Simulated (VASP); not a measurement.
Input of a VASP 6.6.1 run:

Contents of INCAR:

```
PREC     = Accurate       # precision mode
ENCUT    = 520            # plane-wave cutoff, eV
EDIFF    = 1E-6           # SCF threshold, eV
ISMEAR   = 0              # smearing method
SIGMA    = 0.01           # smearing width, eV
LREAL    = False          # projectors in reciprocal space
LASPH    = True           # aspherical terms in the spheres
NELM     = 80             # most SCF steps
ALGO     = Normal         # electronic algorithm
ISIF     = 2              # what is computed and relaxed
LWAVE    = False          # write WAVECAR
LCHARG   = True           # write CHGCAR
GGA      = PS             # functional
LELF     = True           # ELF
LVHAR    = True         
NBANDS   = 11             # bands
```

File KPOINTS:

```
Automatic mesh
0
Gamma
  8 8 8
```

POSCAR

```
Si
1.0
    0.0135836404      2.7235198966      2.7235198966
    2.7235198966      0.0135836404      2.7235198966
    2.7235198966      2.7235198966      0.0135836404
Si
2
Direct
    0.2496672941      0.2496672941      0.2496672941
    0.0003327059      0.0003327059      0.0003327059
```

Potentials or basis: VASP PAW PBE potentials, release 64 (Si).

Command:

```sh
$ cat potpaw_PBE.64/Si/POTCAR > POTCAR
$ mpirun -np 1 vasp_std > vasp.out
```

Predict the pressure.

0.1 GPa.

What does it give for the band gap on the k mesh?

0.48 eV, indirect (least direct gap 2.43 eV).

Stress tensor (GPa, compression positive):
```
 0.13 -0.37 -0.37
-0.37  0.13 -0.37
-0.37 -0.37  0.13
```

Caveat: the cell differs from its parent crystal (equal xy, yz and zx engineering shears of +0.5 %); the PAW data sets were made with another functional, which shifts forces and pressure a little. A k mesh can miss the band edges.
